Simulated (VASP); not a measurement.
# TaSb (CsCl type) (Pm-3m) in VASP: a series of runs

The runs below take TaSb (CsCl type) through relaxation of cell and atoms, with PBE.

All numbers are computed with VASP 6.6.1; they aren't measurements. Logs are shortened: lines on timing, memory, paths and dates and some standing lists are left out, and cuts for length are marked.

## Step 1: The cell of the first run

Symmetry: Pm-3m, No. 221, cubic system. The conventional cell has a = 3.124 Å, b = 3.124 Å, c = 3.124 Å, α = 90.00°, β = 90.00°, γ = 90.00°. Ta (site symmetry m-3m) has 8 Sb at 2.71 Å and 6 Ta at 3.12 Å within 3.6 Å. Within 3.6 Å of Sb (site symmetry m-3m) lie 8 Ta at 2.71 Å and 6 Sb at 3.12 Å.

## Step 2: Relaxation of cell and atoms, PBE, target pressure 71 GPa, at which the enthalpy is minimised

The input, INCAR:

```
SYSTEM = TaSb
PREC     = Accurate       ! precision mode
ENCUT    = 600            ! plane-wave cutoff, eV
EDIFF    = 1E-6           ! SCF threshold, eV
ISMEAR   = -1             ! smearing method
SIGMA    = 0.05           ! smearing width, eV
LREAL    = .False.        ! projectors in reciprocal space
LASPH    = .True.         ! aspherical terms in the spheres
NELM     = 100            ! most SCF steps
ALGO     = Normal         ! electronic algorithm
ISIF     = 3              ! what is computed and relaxed
LWAVE    = .False.        ! write WAVECAR
LCHARG   = .False.        ! write CHGCAR
GGA      = PE             ! functional
IBRION   = 2              ! ionic algorithm
NSW      = 32             ! ionic steps
EDIFFG   = -0.005         ! ionic threshold
PSTRESS  = 710.0
```

The input, KPOINTS:

```
regular mesh
0
Gamma
  13 13 13
  0 0 0
```

The input, POSCAR:

```
TaSb
1.0
    3.1243660782      0.0000000000      0.0000000000
    0.0000000000      3.1243660782      0.0000000000
    0.0000000000      0.0000000000      3.1243660782
Ta Sb
1 1
Direct
    0.0000000000      0.0000000000      0.0000000000
    0.5000000000      0.5000000000      0.5000000000
```

Potentials or basis: VASP PAW PBE potentials, release 64 (Ta_pv, Sb).

The run is started by

```console
$ cat potpaw_PBE.64/Ta_pv/POTCAR potpaw_PBE.64/Sb/POTCAR > POTCAR
$ mpirun -np 1 vasp_std > vasp.out
```

OUTCAR:

```text
SYSTEM = TaSb
   PREC = Accurate
   ENCUT = 600
   EDIFF = 1E-6
   ISMEAR = -1
   LREAL = .False.
   LASPH = .True.
   NELM = 100
   ISIF = 3
   GGA = PE
   IBRION = 2
   NSW = 32
   EDIFFG = -0.005
   PSTRESS = 710.0

 ion  position               nearest neighbor table
   1  0.000  0.000  0.000-   2 2.71   2 2.71   2 2.71   2 2.71   2 2.71   2 2.71   2 2.71   2 2.71

   2  0.500  0.500  0.500-   1 2.71   1 2.71   1 2.71   1 2.71   1 2.71   1 2.71   1 2.71   1 2.71

  LATTYP: Found a simple cubic cell.
 ALAT       =     3.1243660782

  Lattice vectors:

 A1 = (   3.1243660782,   0.0000000000,   0.0000000000)
 A2 = (   0.0000000000,   3.1243660782,   0.0000000000)
 A3 = (   0.0000000000,   0.0000000000,   3.1243660782)

Analysis of symmetry for initial positions (statically):
=====================================================================
 Subroutine PRICEL returns:
 Original cell was already a primitive cell.

 Routine SETGRP: Setting up the symmetry group for a
 simple cubic supercell.

 Subroutine GETGRP returns: Found 48 space group operations
 (whereof 48 operations were pure point group operations)
 out of a pool of 48 trial point group operations.

The static configuration has the point symmetry O_h .

Analysis of symmetry for dynamics (positions and initial velocities):
=====================================================================
 Subroutine PRICEL returns:
 Original cell was already a primitive cell.

 Routine SETGRP: Setting up the symmetry group for a
 simple cubic supercell.

 Subroutine GETGRP returns: Found 48 space group operations
 (whereof 48 operations were pure point group operations)
 out of a pool of 48 trial point group operations.

The dynamic configuration has the point symmetry O_h .

 Subroutine INISYM returns: Found 48 space group operations
 (whereof 48 operations are pure point group operations),
 and found     1 'primitive' translations

----------------------------------------------------------------------------------------

                                     Primitive cell

  volume of cell :      30.4990

  direct lattice vectors                    reciprocal lattice vectors
     3.124366078  0.000000000  0.000000000     0.320064927  0.000000000  0.000000000
     0.000000000  3.124366078  0.000000000     0.000000000  0.320064927  0.000000000
     0.000000000  0.000000000  3.124366078     0.000000000  0.000000000  0.320064927

[... 95 lines left out ...]
   NUPDOWN=      -1.0000    fix difference up-down
   EMIN   =  10.00;   EMAX   =-10.00  energy-range for DOS
   EFERMI =   0.00;   METHOD = LEGACY
   ISMEAR =    -1;   SIGMA  =   0.05  broadening in eV -4-tet -1-fermi 0-gaus
   EFERMI_NEDOS =   21; number of points for ismear=-14 and -15
   IALGO  =     38    algorithm
   IMIX   =      4    mixing-type and parameters
     AMIX     =   0.40;   BMIX     =  1.00
     AMIX_MAG =   1.60;   BMIX_MAG =  1.00
  volume/ion in A,a.u.               =      15.25       102.91
  Fermi-wavevector in a.u.,A,eV,Ry     =   1.320341  2.495083 23.719056  1.743301
  Thomas-Fermi vector in A             =   2.450175
   LORBIT       =      0    0 simple, 1 ext, 2 COOP (PROOUT), +10 PAW based schemes
   GGA     = PE    functional components
   LHFCALC =     F    Hartree Fock is set to
   AEXX    =    0.0000 exact exchange contribution
   IVDW    =     0    specifies the selected vdW correction
   LEPSILON=     F    determine dielectric tensor
   LRPA    =     F    only Hartree local field effects (RPA)
 conjugate gradient relaxation of ions
 non-spin polarized calculation
  energy-cutoff  :      600.00
  volume of cell :       30.50
 maximum number of plane-waves:      1029
 NGX is ok and might be reduce to    28
   NGX = 13   NGY = 13   NGZ = 13

--------------------------------------- Ionic step        1  -------------------------------------------

 number of electron      16.0000001 magnetization

 Free energy of the ion-electron system (eV)
  ---------------------------------------------------
  ext. energy  EPLUGINS =         0.00000000
  ---------------------------------------------------
  free energy    TOTEN  =       -13.99109713 eV

  energy without entropy =      -13.98340932  energy(sigma->0) =      -13.98725323

------------------------ aborting loop because EDIFF is reached ----------------------------------------

  FORCE on cell =-STRESS in cart. coord.  units (eV):
  Direction    XX          YY          ZZ          XY          YZ          ZX
  --------------------------------------------------------------------------------------
  -------------------------------------------------------------------------------------
  Total       13.6238659     13.6238659     13.6238659      0.0000000      0.0000000      0.0000000
  in kB      715.6904128    715.6904128    715.6904128      0.0000000      0.0000000      0.0000000
  external PRESSURE =       5.6904128 kB  Pullay stress =     710.0000000 kB
[... 63 lines left out ...]
--------------------------------------- Ionic step        3  -------------------------------------------

 number of electron      16.0000001 magnetization

 Free energy of the ion-electron system (eV)
  ---------------------------------------------------
  ext. energy  EPLUGINS =         0.00000000
  ---------------------------------------------------
  free energy    TOTEN  =       -14.00850946 eV

  energy without entropy =      -14.00082790  energy(sigma->0) =      -14.00466868

 E-fermi :  12.6657     XC(G=0): -13.1947

 val. band max:       12.6583293412   @ k =   0.4615   0.3077   0.2308
 cond. band min:      12.6675246110   @ k =   0.3077   0.3077   0.2308
 fundamental gap:      0.0091952698
 Fermi energy:        12.6656620237

 k-point     1 :       0.0000    0.0000    0.0000
  band No.  band energies     occupation
      1     -21.5127      2.00000
      2     -21.5127      2.00000
      3     -21.5127      2.00000
      4      -2.4052      2.00000
      5       9.0804      2.00000
      6       9.0804      2.00000
      7      13.7785      0.00000
      8      13.7785      0.00000
      9      13.7785      0.00000
     10      15.0355      0.00000
     11      15.0355      0.00000
     12      15.0355      0.00000
[... 331 lines left out ...]
 k-point    24 :       0.3846    0.3077    0.0000
  band No.  band energies     occupation
      1     -21.8577      2.00000
      2     -21.7584      2.00000
      3     -21.4432      2.00000
      4       1.1733      2.00000
      5       5.8785      2.00000
      6       7.9522      2.00000
      7      10.6468      2.00000
      8      11.6327      2.00000
      9      13.2640      0.00001
     10      16.3210      0.00000
     11      17.0598      0.00000
     12      19.2672      0.00000

 [... further k-points ...]
[... 5 lines left out ...]
  --------------------------------------------------------------------------------------
  -------------------------------------------------------------------------------------
  Total       13.5278925     13.5278925     13.5278925      0.0000000      0.0000000      0.0000000
  in kB      709.7378596    709.7378596    709.7378596      0.0000000      0.0000000      0.0000000
  external PRESSURE =      -0.2621404 kB  Pullay stress =     710.0000000 kB
[... 21 lines left out ...]
  energy  without entropy=      -14.0008279008  energy(sigma->0) =      -14.00466868

  enthalpy is  TOTEN    =        -0.4756204809 eV   P V=       13.5328889782

 reached required accuracy - stopping structural energy minimisation
```

OSZICAR:

```text
N       E                     dE             d eps       ncg     rms          rms(c)
DAV:   1     0.111072803491E+03    0.11107E+03   -0.89453E+03  2016   0.143E+03
[... 18 lines left out ...]
   2 F= -.47391707E+00 E0= -.47008540E+00  d E =0.163676E-02
       N       E                     dE             d eps       ncg     rms          rms(c)
DAV:   1    -0.140112283316E+02    0.84453E-01   -0.91886E-02  2108   0.394E+00    0.577E-01
DAV:   2    -0.140089687529E+02    0.22596E-02   -0.39667E-03  2112   0.745E-01    0.181E-01
DAV:   3    -0.140085480718E+02    0.42068E-03   -0.79665E-04  2308   0.316E-01    0.383E-02
DAV:   4    -0.140085086271E+02    0.39445E-04   -0.13017E-04  2260   0.102E-01    0.158E-02
DAV:   5    -0.140085094592E+02   -0.83204E-06   -0.39292E-06  2384   0.198E-02
   3 F= -.47562048E+00 E0= -.47177970E+00  d E =-.666459E-04
```

Wall time 35 s (1 thread of Intel Xeon 6975P-C (Granite Rapids), shared host); peak memory 0.19 GiB.

Results:

```
Free energy                                                : -14.0085 eV
Relaxed volume                                             : 15.27 Å³/atom
Relaxed cell                                               : a = 3.126 Å, b = 3.126 Å, c = 3.126 Å, α = 90.00°, β = 90.00°, γ = 90.00°
Space group after relaxing (to 0.1 Å)                      : Pm-3m (No. 221)
Energy change on relaxing (the run minimises the enthalpy) : -8.7 meV/atom
Ionic steps                                                : 3
Pressure after relaxing                                    : 71.0 GPa
Band gap on the k mesh                                     : zero (bands 8 and 9 overlap by 3.31 eV)
```

The path:
```
step  energy change (eV)  largest force (eV/Å)  pressure (GPa)  volume (Å³)
   1              0.0000                0.0000           71.57        30.50
   2             -0.1046                0.0000           68.35        30.74
   3             -0.0174                0.0000           70.97        30.54
```

Final structure:
```
Ta Sb
1.0
     3.12570    0.00000    0.00000
     0.00000    3.12570    0.00000
     0.00000    0.00000    3.12570
Ta Sb
1 1
Cartesian
  0.0000 0.0000 0.0000
  1.5629 1.5629 1.5629
```

Levels at points of the mesh, in eV from the Fermi level:
```csv
k point,band 5,band 6,band 7,band 8,band 9,band 10,band 11,band 12
"(0.00, 0.00, 0.00)",-3.59,-3.59,1.11,1.11,1.11,2.37,2.37,2.37
```

Caveat: the cell is relaxed towards a set pressure, so the run minimises the enthalpy, not the energy; spin-orbit coupling is left out, which moves the levels of the heavy elements.

(Continued in part 2 of 2.)
